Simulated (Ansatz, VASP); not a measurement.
**One calculation of HfO2, two programs**

File INCAR:

```
PREC = Accurate ; ENCUT = 520
EDIFF = 1E-6 ; ISMEAR = -1
SIGMA = 0.02 ; LREAL = False
LASPH = True ; NELM = 60
ALGO = Normal ; ISIF = 2
LWAVE = False ; LCHARG = False
GGA = PE ; NBANDS = 31
```

Contents of KPOINTS:

```
Automatic mesh
0
Gamma
  8 8 6
```

POSCAR

```
HfO2
1.0
    3.5766926651      0.0000000000      0.0000000000
    0.0000000000      3.5766926651      0.0000000000
    0.0000000000      0.0000000000      5.2542466510
Hf O
2 4
Direct
    0.5000000000      0.5000000000      0.5000000000
    0.0000000000      0.0000000000      0.0000000000
    0.0000000000      0.5000000000      0.6930597911
    0.5000000000      0.0000000000      0.8069402089
    0.5000000000      0.0000000000      0.3069402089
    0.0000000000      0.5000000000      0.1930597911
```

Input for Ansatz:

```yaml
crystal:
  lattice:
    - [3.5766926651, 0.0, 0.0]
    - [0.0, 3.5766926651, 0.0]
    - [0.0, 0.0, 5.254246651]
  atoms:
    - { symbol: Hf, position: [0.5, 0.5, 0.5] }
    - { symbol: Hf, position: [0.0, 0.0, 0.0] }
    - { symbol: O, position: [0.0, 0.5, 0.6930597911] }
    - { symbol: O, position: [0.5, 0.0, 0.8069402089] }
    - { symbol: O, position: [0.5, 0.0, 0.3069402089] }
    - { symbol: O, position: [0.0, 0.5, 0.1930597911] }
kpoints:
  mp_grid: { grid: [8, 8, 6] }
  band_path:
    path:
      - [0.0, 0.0, 0.0]
      - [0.0, 0.5, 0.0]
      - [0.5, 0.5, 0.0]
      - [0.0, 0.0, 0.5]
      - [0.0, 0.5, 0.5]
      - [0.5, 0.5, 0.5]
    npoints: 1
hamiltonian:
  xc: pbe
scf:
  occupations: { method: fermi_dirac, width: 0.02 }
  n_extra_bands: 5
output:
  forces: true
  stress: true
  eigenvalues: true
```

Change from the starting cell: uniaxial_z strain +1.0%.

Alike in both runs: task single point; functional PBE; k mesh 8 × 8 × 6; occupations fermi-dirac, width 0.02 eV; no spin polarisation.

|  | VASP | Ansatz |
| --- | --- | --- |
| version | VASP 6.6.1 | Ansatz 0.2.0 |
| potentials or method | VASP PAW PBE potentials, release 64 (Hf_pv, O) | plane waves, PAW |
| plane-wave cutoff (eV) | 520 | 420 |
| valence electrons in the cell | 44 | 76 |

|  | VASP | Ansatz | Ansatz less VASP |
| --- | --- | --- | --- |
| gap on the k mesh at the Fermi level (eV) | 4.72 | 4.74 | +0.019 |
| pressure (GPa) | 1.2 | 4.5 | +3.26 |
| traceless stress, the component that is largest in VASP (GPa) | -1.57 | -1.66 | -0.085 |
| rms of the force components (eV/Å) | 0.017 | 0.040 | +0.0227 |

Atom by atom the forces differ by 0.023 eV/Å (rms over components). With one functional, cell and mesh, what is left measures potentials, basis and numerics. VASP's potentials hold 44 valence electrons a cell and Ansatz's 76, so a difference there can come from the potentials and not from the codes.

Neither program's run includes spin-orbit coupling.
